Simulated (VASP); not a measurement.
Set up this calculation in VASP 6.6.1, as the native input.

```yaml
Task: single point
Functional: PBE-based screened hybrid
Potentials_or_basis: VASP PAW PBE potentials, release 64 (Mn_pv, S)
Cutoff: 520 eV
k_mesh: 4 × 4 × 2
Occupations: fermi-dirac, width 0.05 eV
Spin: collinear spin, ferromagnetic start
Starting_moments: "[4.0, 4.0, 0.0, 0.0] μB"
Dipole_correction: no
Grid_for_exact_exchange_PRECFOCK: Normal
Share_of_exact_exchange: 0.25
Further_INCAR_settings: ALGO = Normal; EDIFF = 1e-07; NBANDS = 31
Screening_parameter: 0.4 1/Å
```

The system is MnS.

```xyz
4
Lattice="3.9536 0.0000 0.0000 -1.9768 3.4239 0.0000 0.0000 0.0000 6.3425" Properties=species:S:1:pos:R:3 pbc="T T T"
Mn    1.9768    1.1413    3.1639
Mn    0.0000    2.2826    6.3352
S     0.0000    2.2826    3.9714
S     1.9768    1.1413    0.8001
```

One way to write it, as run:

POSCAR

```
MnS
1.0
    3.9535769233      0.0000000000      0.0000000000
   -1.9767884617      3.4238980514      0.0000000000
    0.0000000000      0.0000000000      6.3425288600
Mn S
2 2
Direct
    0.6666666667      0.3333333333      0.4988446700
    0.3333333333      0.6666666667      0.9988446700
    0.3333333333      0.6666666667      0.6261543000
    0.6666666667      0.3333333333      0.1261543000
```

INCAR.step1

```
PREC = Accurate
ENCUT = 520
EDIFF = 1E-5
ISMEAR = -1
SIGMA = 0.05
LREAL = F
LASPH = T
NELM = 150
ALGO = Normal
ISIF = 2
LWAVE = T
LCHARG = F
ISPIN = 2
MAGMOM = 4 4 0 0
LORBIT = 11
LMAXMIX = 4
NBANDS = 31
GGA = PE
LUSENCCL = F
```

INCAR.step2

```
PREC = Accurate
ENCUT = 520
EDIFF = 1E-7
ISMEAR = -1
SIGMA = 0.05
LREAL = F
LASPH = T
NELM = 150
ALGO = Normal
ISIF = 2
LWAVE = F
LCHARG = F
ISPIN = 2
MAGMOM = 4 4 0 0
LORBIT = 11
LMAXMIX = 4
GGA = PE
LHFCALC = T
AEXX = 0.25
HFSCREEN = 0.4
PRECFOCK = Normal
NBANDS = 31
ISTART = 1
LUSENCCL = F
```

KPOINTS

```
regular mesh
0
Gamma
  4 4 2
```

Potentials or basis: VASP PAW PBE potentials, release 64 (Mn_pv, S).

Run with:

```sh
$ cat potpaw_PBE.64/Mn_pv/POTCAR potpaw_PBE.64/S/POTCAR > POTCAR
$ cp INCAR.step1 INCAR
$ mpirun -np 1 vasp_std > vasp.out
$ cp INCAR.step2 INCAR
$ mpirun -np 1 vasp_std > vasp.out
```

It gave:

| Item | Value |
| --- | --- |
| Pressure | 5.0 GPa |
| Largest force | 0.334 eV/Å |
| Band gap on the k mesh | 1.56 eV, indirect (least direct gap 1.90 eV) |
| Net moment | 10.00 μB per cell |
| Site moments | Mn +4.51; S +0.06 μB |
| Valence electrons inside the program's atomic spheres | Mn 11.38; S 3.82 |

Caveat: the k points lie up to 0.50 Å⁻¹ apart; the PAW data sets were made with another functional, which shifts forces and pressure a little; only a ferromagnetic start was run, and an antiferromagnetic order may lie lower in energy.

Run time: 15 min on 1 × NVIDIA H100 80GB with 1 thread of AMD EPYC 7R13 Processor (Zen 3), with other jobs on the host, peak memory 1.2 GiB.
